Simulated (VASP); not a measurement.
A run of VASP 6.6.1 is set up as follows.

INCAR

```
PREC = Accurate
ENCUT = 520
EDIFF = 1E-6
ISMEAR = -1
SIGMA = 0.03
LREAL = False
LASPH = True
NELM = 150
ALGO = Normal
ISIF = 2
LWAVE = False
LCHARG = False
ISPIN = 2
MAGMOM = 3 3 3 0
LORBIT = 11
LMAXMIX = 4
GGA = PS
NBANDS = 31
```

The input KPOINTS:

```
regular mesh
0
Gamma
  9 9 9
```

POSCAR

```
Fe3Ge
1.0
    3.8681307176      0.0000000000      0.0000000000
    0.0000000000      3.8681307176      0.0000000000
    0.0000000000      0.0000000000      3.8681307176
Fe Ge
3 1
Direct
    0.0000000000      0.5000000000      0.5000000000
    0.5000000000      0.5000000000      0.0000000000
    0.5000000000      0.0000000000      0.5000000000
    0.0000000000      0.0000000000      0.0000000000
```

Potentials or basis: VASP PAW PBE potentials, release 64 (Fe, Ge_d).

The run is started by

```bash
$ cat potpaw_PBE.64/Fe/POTCAR potpaw_PBE.64/Ge_d/POTCAR > POTCAR
$ mpirun -np 1 vasp_std > vasp.out
```

Predict the pressure.

-23.8 GPa.

Estimate the net moment.

7.74 μB per cell.

Estimate the site moments.

Fe +2.64; Ge -0.12 μB.

Caveat: the cell stands under tension; the PAW data sets were made with another functional, which shifts forces and pressure a little.
